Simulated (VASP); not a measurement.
C:

```
C
1.0
     0.00000    1.78564    1.85847
     1.65320    0.00000    1.85847
     1.65320    1.78564    0.00000
C
2
Direct
  0.50000 0.50000 0.50000
  0.75000 0.75000 0.75000
```

This cell differs from its parent crystal: strain +e along x and -e along y -0.0375, strain +e along z and -e/2 along x and y +0.0525.

Base run:

```yaml
Program: VASP 6.6.1
Functional: LDA
Potentials_or_basis: VASP PAW LDA potentials, release 64 (C)
Cutoff: 520 eV
k_mesh: 12 × 12 × 12
Occupations: gaussian, width 0.05 eV
Spin: no spin polarisation
```

Its results: band gap on the k mesh 1.79 eV, indirect (least direct gap 4.04 eV); pressure 3.5 GPa.

Problem. The run is repeated on the same cell with these changes: potentials or basis from VASP PAW LDA potentials, release 64 (C) to VASP PAW LDA potentials, release 64 (C_h); cutoff from 520 eV to 910 eV. What comes out?

Solution. Band gap on the k mesh 1.79 eV, indirect (least direct gap 4.04 eV); pressure 2.5 GPa.

Caveats: the cutoff is under 1.25 times the usual one of these potentials, so pressure, stress and relaxed cells hold a basis-set (Pulay) error (some runs).

A k mesh can miss the band edges.
